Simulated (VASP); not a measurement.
# AlN (Fm-3m) in VASP: settings compared

AlN is run at these levels: PBE, r2SCAN; tasks: single point.

Program: VASP 6.6.1. These are calculated values, not measurements. Logs are shortened: lines on timing, memory, paths and dates and some standing lists are left out, and cuts for length are marked.

## Step 1: The cell of the first run

Symmetry: Fm-3m, No. 225, cubic system. Conventional cell: a = 4.274 Å, b = 4.274 Å, c = 4.274 Å, α = 90.00°, β = 90.00°, γ = 90.00°. Within 2.8 Å of Al (site symmetry m-3m) lie 6 N at 2.14 Å. N (site symmetry m-3m) has 6 Al at 2.14 Å within 2.8 Å.

## Step 2: Single point, PBE (strain +5.8%)

INCAR reads:

```
PREC = Accurate ; ENCUT = 520
EDIFF = 1E-6 ; ISMEAR = -1
SIGMA = 0.02 ; LREAL = False
LASPH = True ; NELM = 100
ALGO = Normal ; ISIF = 2
LWAVE = False ; LCHARG = False
GGA = PE ; NBANDS = 11
```

KPOINTS reads:

```
regular mesh
0
Gamma
  10 10 10
```

POSCAR reads:

```
AlN
1.0
    0.0000000000      2.1369722495      2.1369722495
    2.1369722495      0.0000000000      2.1369722495
    2.1369722495      2.1369722495      0.0000000000
Al N
1 1
Direct
    0.0000000000      0.0000000000      0.0000000000
    0.5000000000      0.5000000000      0.5000000000
```

Potentials or basis: VASP PAW PBE potentials, release 64 (Al, N).

Launch:

```
$ cat potpaw_PBE.64/Al/POTCAR potpaw_PBE.64/N/POTCAR > POTCAR
$ mpirun -np 1 vasp_std > vasp.out
```

OUTCAR:

```text
PREC = Accurate
   ENCUT = 520
   EDIFF = 1E-6
   ISMEAR = -1
   LREAL = False
   LASPH = True
   NELM = 100
   ISIF = 2
   GGA = PE

 ion  position               nearest neighbor table
   1  0.000  0.000  0.000-   2 2.14   2 2.14   2 2.14   2 2.14   2 2.14   2 2.14
   2  0.500  0.500  0.500-   1 2.14   1 2.14   1 2.14   1 2.14   1 2.14   1 2.14

  LATTYP: Found a face centered cubic cell.
 ALAT       =     4.2739444990

  Lattice vectors:

 A1 = (   0.0000000000,   2.1369722495,   2.1369722495)
 A2 = (   2.1369722495,   0.0000000000,   2.1369722495)
 A3 = (   2.1369722495,   2.1369722495,   0.0000000000)

Analysis of symmetry for initial positions (statically):
=====================================================================
 Subroutine PRICEL returns:
 Original cell was already a primitive cell.

 Routine SETGRP: Setting up the symmetry group for a
 face centered cubic supercell.

 Subroutine GETGRP returns: Found 48 space group operations
 (whereof 48 operations were pure point group operations)
 out of a pool of 48 trial point group operations.

The static configuration has the point symmetry O_h .

Analysis of symmetry for dynamics (positions and initial velocities):
=====================================================================
 Subroutine PRICEL returns:
 Original cell was already a primitive cell.

 Routine SETGRP: Setting up the symmetry group for a
 face centered cubic supercell.

 Subroutine GETGRP returns: Found 48 space group operations
 (whereof 48 operations were pure point group operations)
 out of a pool of 48 trial point group operations.

The dynamic configuration has the point symmetry O_h .

 Subroutine INISYM returns: Found 48 space group operations
 (whereof 48 operations are pure point group operations),
 and found     1 'primitive' translations

----------------------------------------------------------------------------------------

                                     Primitive cell

  volume of cell :      19.5176

  direct lattice vectors                    reciprocal lattice vectors
     0.000000000  2.136972249  2.136972249    -0.233975897  0.233975897  0.233975897
     2.136972249  0.000000000  2.136972249     0.233975897 -0.233975897  0.233975897
     2.136972249  2.136972249  0.000000000     0.233975897  0.233975897 -0.233975897

  length of vectors
     3.022135138  3.022135138  3.022135138     0.405258142  0.405258142  0.405258142

  position of ions in fractional coordinates (direct lattice)
     0.000000000  0.000000000  0.000000000
     0.500000000  0.500000000  0.500000000

  ion indices of the primitive-cell ions
   primitive index   ion index
                 1           1
                 2           2

----------------------------------------------------------------------------------------

 KPOINTS: regular mesh

Automatic generation of k-mesh.
 Grid dimensions read from file:
 generate k-points for:   10   10   10

 Generating k-lattice:

  Cartesian coordinates                     Fractional coordinates (reciprocal lattice)
    -0.023397590  0.023397590  0.023397590     0.100000000  0.000000000  0.000000000
     0.023397590 -0.023397590  0.023397590     0.000000000  0.100000000  0.000000000
     0.023397590  0.023397590 -0.023397590     0.000000000  0.000000000  0.100000000

  Length of vectors
     0.040525814  0.040525814  0.040525814

  Shift w.r.t. Gamma in fractional coordinates (k-lattice)
     0.000000000  0.000000000  0.000000000

 Subroutine IBZKPT returns following result:
 ===========================================

 Found     47 irreducible k-points:

 Following reciprocal coordinates:
            Coordinates               Weight
  0.000000  0.000000  0.000000      1.000000
  0.100000  0.000000  0.000000      8.000000
  0.200000  0.000000  0.000000      8.000000
  0.300000  0.000000  0.000000      8.000000
  0.400000  0.000000  0.000000      8.000000
  0.500000  0.000000  0.000000      4.000000
[... 16 lines left out ...]
  0.300000  0.300000  0.000000      6.000000
  0.400000  0.300000  0.000000     24.000000
 [... further k-points ...]
   k-points           NKPTS =     47   k-points in BZ     NKDIM =     47   number of bands    NBANDS=     11
   number of dos      NEDOS =    301   number of ions     NIONS =      2
   total plane-waves  NPLWV =  13824
   dimension x,y,z NGX =    24 NGY =   24 NGZ =   24
   dimension x,y,z NGXF=    48 NGYF=   48 NGZF=   48
   ions per type =               1   1
   NGX,Y,Z   is equivalent  to a cutoff of  13.20, 13.20, 13.20 a.u.
   NGXF,Y,Z  is equivalent  to a cutoff of  26.40, 26.40, 26.40 a.u.
 SYSTEM =  unknown system
   PREC   = accura    normal or accurate (medium, high low for compatibility)
   ISTART =      0    job   : 0-new  1-cont  2-samecut
   ICHARG =      2    charge: 1-file 2-atom 10-const
   ISPIN  =      1    spin polarized calculation?
   LNONCOLLINEAR =      F non collinear calculations
   LSORBIT =      F    spin-orbit coupling
   LASPH  =      T    aspherical Exc in radial PAW
   ENCUT  =  520.0 eV  38.22 Ry    6.18 a.u.   5.62  5.62  5.62*2*pi/ulx,y,z
   NELM   =    100;   NELMIN=  2; NELMDL= -5     # of ELM steps
   EDIFF  = 0.1E-05   stopping-criterion for ELM
   LREAL  =      F    real-space projection
   EDIFFG = 0.1E-04   stopping-criterion for IOM
   NSW    =      0    number of steps for IOM
   IBRION =     -1    ionic relax: 0-MD 1-quasi-New 2-CG
   NFREE  =      0    steps in history (QN), initial steepest desc. (CG)
   ISIF   =      2    stress and relaxation
   ISYM   =      2    0-nonsym 1-usesym 2-fastsym
   POTIM  = 0.5000    time-step for ionic-motion
   TEBEG  =    0.0;   TEEND  =   0.0 temperature during run
   PSTRESS=    0.0 pullay stress
   NELECT =       8.0000    total number of electrons
   NUPDOWN=      -1.0000    fix difference up-down
   EMIN   =  10.00;   EMAX   =-10.00  energy-range for DOS
   EFERMI =   0.00;   METHOD = LEGACY
   ISMEAR =    -1;   SIGMA  =   0.02  broadening in eV -4-tet -1-fermi 0-gaus
   EFERMI_NEDOS =   21; number of points for ismear=-14 and -15
   IALGO  =     38    algorithm
   IMIX   =      4    mixing-type and parameters
     AMIX     =   0.40;   BMIX     =  1.00
     AMIX_MAG =   1.60;   BMIX_MAG =  1.00
  volume/ion in A,a.u.               =       9.76        65.86
  Fermi-wavevector in a.u.,A,eV,Ry     =   1.216081  2.298060 20.121027  1.478854
  Thomas-Fermi vector in A             =   2.351447
   LORBIT       =      0    0 simple, 1 ext, 2 COOP (PROOUT), +10 PAW based schemes
   GGA     = PE    functional components
   LHFCALC =     F    Hartree Fock is set to
   AEXX    =    0.0000 exact exchange contribution
   IVDW    =     0    specifies the selected vdW correction
   LEPSILON=     F    determine dielectric tensor
   LRPA    =     F    only Hartree local field effects (RPA)
 non-spin polarized calculation
  energy-cutoff  :      520.00
  volume of cell :       19.52
 maximum number of plane-waves:       544
   NGX = 11   NGY = 11   NGZ = 11

 number of electron       7.9999998 magnetization

 Free energy of the ion-electron system (eV)
  ---------------------------------------------------
  ext. energy  EPLUGINS =         0.00000000
  ---------------------------------------------------
  free energy    TOTEN  =       -14.28740948 eV

  energy without entropy =      -14.28740948  energy(sigma->0) =      -14.28740948

 E-fermi :   8.3708     XC(G=0): -11.5297

 val. band max:        7.9485022458   @ k =   0.0000   0.0000   0.0000
 cond. band min:      11.0630526486   @ k =   0.5000   0.5000   0.0000
 fundamental gap:      3.1145504028
 Fermi energy:         8.3707590980

 k-point     1 :       0.0000    0.0000    0.0000
  band No.  band energies     occupation
      1      -8.1930      2.00000
      2       7.9485      2.00000
      3       7.9485      2.00000
      4       7.9485      2.00000
      5      11.4221      0.00000
      6      19.5649      0.00000
      7      19.5649      0.00000
      8      19.5649      0.00000
      9      24.1186      0.00000
     10      24.1186      0.00000
     11      24.1191      0.00000

 k-point     2 :       0.1000    0.0000    0.0000
  band No.  band energies     occupation
      1      -8.0195      2.00000
      2       6.9083      2.00000
      3       7.8587      2.00000
      4       7.8587      2.00000
      5      12.1800      0.00000
      6      18.6374      0.00000
      7      19.7642      0.00000
      8      19.7642      0.00000
      9      22.4697      0.00000
     10      22.4697      0.00000
     11      23.8547      0.00000

 k-point     3 :       0.2000    0.0000    0.0000
  band No.  band energies     occupation
      1      -7.5182      2.00000
      2       4.9575      2.00000
      3       7.6391      2.00000
      4       7.6391      2.00000
      5      13.1405      0.00000
      6      17.7705      0.00000
      7      19.5160      0.00000
      8      19.5160      0.00000
      9      22.2295      0.00000
     10      22.2295      0.00000
     11      23.2118      0.00000

 k-point     4 :       0.3000    0.0000    0.0000
  band No.  band energies     occupation
      1      -6.7637      2.00000
      2       2.9461      2.00000
      3       7.3939      2.00000
      4       7.3939      2.00000
      5      13.3510      0.00000
      6      17.9964      0.00000
      7      18.5835      0.00000
      8      18.5835      0.00000
      9      22.6209      0.00000
     10      23.7183      0.00000
     11      23.7183      0.00000
[... 239 lines left out ...]
 k-point    22 :      -0.2000    0.2000    0.0000
  band No.  band energies     occupation
      1      -6.5204      2.00000
      2       3.3552      2.00000
      3       5.5037      2.00000
      4       7.4687      2.00000
      5      14.9458      0.00000
      6      17.0429      0.00000
      7      17.2202      0.00000
      8      18.8808      0.00000
      9      22.1244      0.00000
     10      25.3952      0.00000
     11      25.9057      0.00000

 k-point    23 :       0.3000    0.3000    0.0000
  band No.  band energies     occupation
      1      -6.3196      2.00000
      2       3.5591      2.00000
      3       6.2383      2.00000
      4       6.2383      2.00000
      5      13.1719      0.00000
      6      14.7228      0.00000
      7      17.9053      0.00000
      8      21.6525      0.00000
      9      21.6525      0.00000
     10      26.9776      0.00000
     11      29.6487      0.00000

 k-point    24 :       0.4000    0.3000    0.0000
  band No.  band energies     occupation
      1      -5.7192      2.00000
      2       2.7315      2.00000
      3       5.5776      2.00000
      4       6.0197      2.00000
      5      12.7017      0.00000
      6      14.6897      0.00000
      7      18.3691      0.00000
      8      21.5507      0.00000
      9      22.1322      0.00000
     10      28.0053      0.00000
     11      30.3455      0.00000

 [... further k-points ...]

------------------------ aborting loop because EDIFF is reached ----------------------------------------

  FORCE on cell =-STRESS in cart. coord.  units (eV):
  Direction    XX          YY          ZZ          XY          YZ          ZX
  --------------------------------------------------------------------------------------
  -------------------------------------------------------------------------------------
  Total       -3.3531680     -3.3531680     -3.3531680      0.0000000      0.0000000     -0.0000000
  in kB     -275.2575605   -275.2575605   -275.2575605      0.0000000      0.0000000     -0.0000000
  external PRESSURE =    -275.2575605 kB  Pullay stress =       0.0000000 kB

 VOLUME and BASIS-vectors are now :
 -----------------------------------------------------------------------------
  energy-cutoff  :      520.00
  volume of cell :       19.52
      direct lattice vectors                 reciprocal lattice vectors
     0.000000000  2.136972249  2.136972249    -0.233975897  0.233975897  0.233975897
     2.136972249  0.000000000  2.136972249     0.233975897 -0.233975897  0.233975897
     2.136972249  2.136972249  0.000000000     0.233975897  0.233975897 -0.233975897

 POSITION                                       TOTAL-FORCE (eV/Angst)
 -----------------------------------------------------------------------------------
      0.00000      0.00000      0.00000        -0.000000      0.000000      0.000000
      2.13697      2.13697      2.13697         0.000000     -0.000000     -0.000000
 -----------------------------------------------------------------------------------
    total drift:                               -0.000000     -0.000000      0.000000

  FREE ENERGIE OF THE ION-ELECTRON SYSTEM (eV)
  ---------------------------------------------------
  free  energy   TOTEN  =       -14.2874094813 eV

  energy  without entropy=      -14.2874094813  energy(sigma->0) =      -14.28740948
```

It took 6.7 s on 1 thread of Intel Xeon Platinum 8259CL at 2.50GHz (Skylake/Cascade Lake), shared host; peak memory 0.13 GiB.

What came out:

```yaml
Free_energy: -14.2874 eV
Pressure: -27.5 GPa
Band_gap_on_the_k_mesh: 3.11 eV (least direct gap 3.47 eV)
```

Caveat: the cell differs from its parent crystal (strain +5.8%); the cell stands under tension; the structure was generated, so it needn't be the stable form of AlN. A k mesh can miss the band edges.

## Step 3: Single point, r2SCAN (strain +5.8%)

POSCAR is that of step 2.

INCAR.step1 reads:

```
PREC = Accurate
ENCUT = 520
ISMEAR = 0
SIGMA = 0.01
LREAL = F
LASPH = T
NELM = 100
NBANDS = 11
GGA = PE
ALGO = Normal
EDIFF = 1E-4
LWAVE = T
LCHARG = F
```

INCAR.step2 reads:

```
PREC = Accurate
ENCUT = 520
EDIFF = 1E-7
ISMEAR = 0
SIGMA = 0.01
LREAL = F
LASPH = T
NELM = 100
ALGO = Normal
ISIF = 2
LWAVE = F
LCHARG = F
METAGGA = R2SCAN
LMIXTAU = T
NBANDS = 11
ISTART = 1
```

KPOINTS reads:

```
Automatic mesh
0
Gamma
  10 10 10
```

Potentials or basis: VASP PAW PBE potentials, release 64 (Al, N).

Launch:

```
$ cat potpaw_PBE.64/Al/POTCAR potpaw_PBE.64/N/POTCAR > POTCAR
$ cp INCAR.step1 INCAR
$ mpirun -np 1 vasp_std > vasp.out
$ cp INCAR.step2 INCAR
$ mpirun -np 1 vasp_std > vasp.out
```

OUTCAR:

```text
PREC = Accurate
   ENCUT = 520
   EDIFF = 1E-7
   ISMEAR = 0
   LREAL = F
   LASPH = T
   NELM = 100
   ISIF = 2
   METAGGA = R2SCAN
   ISTART = 1

 ion  position               nearest neighbor table
   1  0.000  0.000  0.000-   2 2.14   2 2.14   2 2.14   2 2.14   2 2.14   2 2.14
   2  0.500  0.500  0.500-   1 2.14   1 2.14   1 2.14   1 2.14   1 2.14   1 2.14

  LATTYP: Found a face centered cubic cell.
 ALAT       =     4.2739444990

  Lattice vectors:

 A1 = (   0.0000000000,   2.1369722495,   2.1369722495)
 A2 = (   2.1369722495,   0.0000000000,   2.1369722495)
 A3 = (   2.1369722495,   2.1369722495,   0.0000000000)

Analysis of symmetry for initial positions (statically):
=====================================================================
 Subroutine PRICEL returns:
 Original cell was already a primitive cell.

 Routine SETGRP: Setting up the symmetry group for a
 face centered cubic supercell.

 Subroutine GETGRP returns: Found 48 space group operations
 (whereof 48 operations were pure point group operations)
 out of a pool of 48 trial point group operations.

The static configuration has the point symmetry O_h .

Analysis of symmetry for dynamics (positions and initial velocities):
=====================================================================
 Subroutine PRICEL returns:
 Original cell was already a primitive cell.

 Routine SETGRP: Setting up the symmetry group for a
 face centered cubic supercell.

 Subroutine GETGRP returns: Found 48 space group operations
 (whereof 48 operations were pure point group operations)
 out of a pool of 48 trial point group operations.

The dynamic configuration has the point symmetry O_h .

 Subroutine INISYM returns: Found 48 space group operations
 (whereof 48 operations are pure point group operations),
 and found     1 'primitive' translations

[... 120 lines left out ...]
   LHFCALC =     F    Hartree Fock is set to
   AEXX    =    0.0000 exact exchange contribution
   IVDW    =     0    specifies the selected vdW correction
   LEPSILON=     F    determine dielectric tensor
   LRPA    =     F    only Hartree local field effects (RPA)
 non-spin polarized calculation
 Gauss-broadening in eV      SIGMA  =   0.01
  energy-cutoff  :      520.00
  volume of cell :       19.52
 maximum number of plane-waves:       544
   NGX = 11   NGY = 11   NGZ = 11

 number of electron       7.9999998 magnetization

 Free energy of the ion-electron system (eV)
  ---------------------------------------------------
  ext. energy  EPLUGINS =         0.00000000
  ---------------------------------------------------
  free energy    TOTEN  =       -18.51666889 eV

  energy without entropy =      -18.51666889  energy(sigma->0) =      -18.51666889

 E-fermi :   7.9103     XC(G=0): -12.0763

 val. band max:        7.7765680422   @ k =   0.0000   0.0000   0.0000
 cond. band min:      11.6819783974   @ k =   0.5000   0.5000   0.0000
 fundamental gap:      3.9054103551
 Fermi energy:         7.9102703355

 k-point     1 :       0.0000    0.0000    0.0000
  band No.  band energies     occupation
      1      -9.1966      2.00000
      2       7.7766      2.00000
      3       7.7766      2.00000
      4       7.7766      2.00000
      5      11.9893      0.00000
      6      20.1137      0.00000
      7      20.1137      0.00000
      8      20.1137      0.00000
      9      25.0893      0.00000
     10      25.0953      0.00000
     11      25.3331      0.00000
[... 309 lines left out ...]
 k-point    24 :       0.4000    0.3000    0.0000
  band No.  band energies     occupation
      1      -6.7228      2.00000
      2       2.4269      2.00000
      3       5.3396      2.00000
      4       5.7732      2.00000
      5      13.3348      0.00000
      6      15.2340      0.00000
      7      19.2322      0.00000
      8      22.5135      0.00000
      9      23.1794      0.00000
     10      28.7838      0.00000
     11      31.5674      0.00000

 [... further k-points ...]

------------------------ aborting loop because EDIFF is reached ----------------------------------------

  FORCE on cell =-STRESS in cart. coord.  units (eV):
  Direction    XX          YY          ZZ          XY          YZ          ZX
  --------------------------------------------------------------------------------------
  -------------------------------------------------------------------------------------
  Total       -4.1672501     -4.1672501     -4.1672501     -0.0000000      0.0000000     -0.0000000
  in kB     -342.0845861   -342.0845861   -342.0845861     -0.0000000      0.0000000     -0.0000000
  external PRESSURE =    -342.0845861 kB  Pullay stress =       0.0000000 kB

 VOLUME and BASIS-vectors are now :
 -----------------------------------------------------------------------------
  energy-cutoff  :      520.00
  volume of cell :       19.52
      direct lattice vectors                 reciprocal lattice vectors
     0.000000000  2.136972249  2.136972249    -0.233975897  0.233975897  0.233975897
     2.136972249  0.000000000  2.136972249     0.233975897 -0.233975897  0.233975897
     2.136972249  2.136972249  0.000000000     0.233975897  0.233975897 -0.233975897

 POSITION                                       TOTAL-FORCE (eV/Angst)
 -----------------------------------------------------------------------------------
      0.00000      0.00000      0.00000         0.000000     -0.000000      0.000000
      2.13697      2.13697      2.13697        -0.000000      0.000000     -0.000000
 -----------------------------------------------------------------------------------
    total drift:                               -0.000000     -0.000000      0.000000

  FREE ENERGIE OF THE ION-ELECTRON SYSTEM (eV)
  ---------------------------------------------------
  free  energy   TOTEN  =       -18.5166688901 eV

  energy  without entropy=      -18.5166688901  energy(sigma->0) =      -18.51666889
```

Run time: 28 s. Hardware: 1 thread of Intel Xeon Platinum 8259CL at 2.50GHz (Skylake/Cascade Lake), shared host; peak memory 0.14 GiB.

Results:

```
Free energy            : -18.5167 eV
Pressure               : -34.2 GPa
Band gap on the k mesh : 3.91 eV (least direct gap 4.21 eV)
```

Levels at points of the mesh, in eV from the valence-band top:
```tsv
k point	band 1	band 2	band 3	band 4	band 5	band 6	band 7	band 8	band 9
(0.00, 0.00, 0.00)	-16.97	0.00	0.00	0.00	4.21	12.34	12.34	12.34	17.31
(0.50, 0.00, 0.00)	-14.37	-7.43	-0.87	-0.87	5.86	10.55	10.55	12.07	15.74
(0.50, 0.50, 0.00)	-13.61	-6.47	-2.48	-2.48	3.91	6.20	13.34	16.09	16.09
```

Caveat: the cell differs from its parent crystal (strain +5.8%); the cell stands under tension; the structure was generated, so it needn't be the stable form of AlN; the PAW data sets were made with another functional, which shifts forces and pressure a little. A k mesh can miss the band edges.
